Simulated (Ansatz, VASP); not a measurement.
C in VASP and in Ansatz

The input INCAR:

```
PREC = Accurate ; ENCUT = 520
EDIFF = 1E-6 ; ISMEAR = 0
SIGMA = 0.1 ; LREAL = False
LASPH = True ; NELM = 60
ALGO = Normal ; ISIF = 2
LWAVE = False ; LCHARG = True
LDIPOL = True ; IDIPOL = 3
DIPOL = 0.5 0.5 0.352 ; GGA = PE
IVDW = 12 ; LELF = True
LVHAR = True ; LVACPOTAV = True
NBANDS = 16
```

The input KPOINTS:

```
regular mesh
0
Gamma
  15 15 1
```

POSCAR

```
C
1.0
    2.4657189596      0.0000000000      0.0000000000
   -1.2328594798      2.1353752576      0.0000000000
    0.0000000000      0.0000000000     17.5000000000
C
4
Direct
    0.3333333333      0.6666666667      0.2571428571
    0.6666666667      0.3333333333      0.2571428571
    0.5000000000      1.3333333333      0.4462857143
    0.8333333333      1.0000000000      0.4462857143
```

Input for Ansatz:

```yaml
crystal:
  lattice:
    - [2.4657189596, 0.0, 0.0]
    - [-1.2328594798, 2.1353752576, 0.0]
    - [0.0, 0.0, 17.5]
  atoms:
    - { symbol: C, position: [0.3333333333, 0.6666666667, 0.2571428571] }
    - { symbol: C, position: [0.6666666667, 0.3333333333, 0.2571428571] }
    - { symbol: C, position: [0.5, 1.3333333333, 0.4462857143] }
    - { symbol: C, position: [0.8333333333, 1.0, 0.4462857143] }
basis:
  ecutwfc: 420
kpoints:
  mp_grid: { grid: [15, 15, 1] }
hamiltonian:
  xc: pbe
  dispersion: d3bj
scf:
  occupations: { method: gaussian, width: 0.1 }
output:
  forces: true
  eigenvalues: true
efield:
  axis: 3
  dipole_correction: true
  ramp_width: 0.04
```

Alike in both runs: task single point; functional PBE; dispersion D3(BJ); k mesh 15 × 15 × 1; occupations gaussian, width 0.1 eV; no spin polarisation.

```csv
,VASP,Ansatz
version,VASP 6.6.1,Ansatz 0.2.0
potentials or method,"VASP PAW PBE potentials, release 64 (C), cutoff 520 eV","scalar-relativistic, plane waves, PAW"
valence electrons in the cell,16,16
```

Ansatz gave:

| Property | Result |
| --- | --- |
| gap on the k mesh at the Fermi level (eV) | 0.24 |
| least direct gap on the mesh (eV) | 0.24 |
| rms of the force components (eV/Å) | 0.012 |

Question: Estimate VASP's values.

Answer: gap on the k mesh at the Fermi level (eV): 0.24; least direct gap on the mesh (eV): 0.24; rms of the force components (eV/Å): 0.013.

Atom by atom the forces differ by 0.000 eV/Å (rms over components).
